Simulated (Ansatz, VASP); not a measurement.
**MgO: VASP beside Ansatz**

```xyz
2
Lattice="0.0000 2.0950 2.1067 2.0950 0.0000 2.1067 2.0950 2.0950 0.0000" Properties=species:S:1:pos:R:3 pbc="T T T"
Mg    0.0000    0.0000    0.0000
O     2.0950    2.0950    2.1067
```

Change from the starting cell: epitaxial_xy strain -0.3%.

Alike in both runs: task single point; functional PBE; k mesh 10 × 10 × 10; occupations fermi-dirac, width 0.02 eV; no spin polarisation.

|  | VASP | Ansatz |
| --- | --- | --- |
| version | VASP 6.6.1 | Ansatz 0.2.0 |
| potentials or method | VASP PAW PBE potentials, release 64 (Mg, O) | plane waves, PAW |
| plane-wave cutoff (eV) | 520 | 420 |
| valence electrons in the cell | 8 | 16 |

```tsv
	VASP	Ansatz	Ansatz less VASP
gap on the k mesh at the Fermi level (eV)	4.82	4.83	+0.017
pressure (GPa)	5.7	6.4	+0.73
traceless stress, the component that is largest in VASP (GPa)	-0.82	-0.82	+0.005
```

VASP's potentials hold 8 valence electrons a cell and Ansatz's 16, so a difference there can come from the potentials and not from the codes.
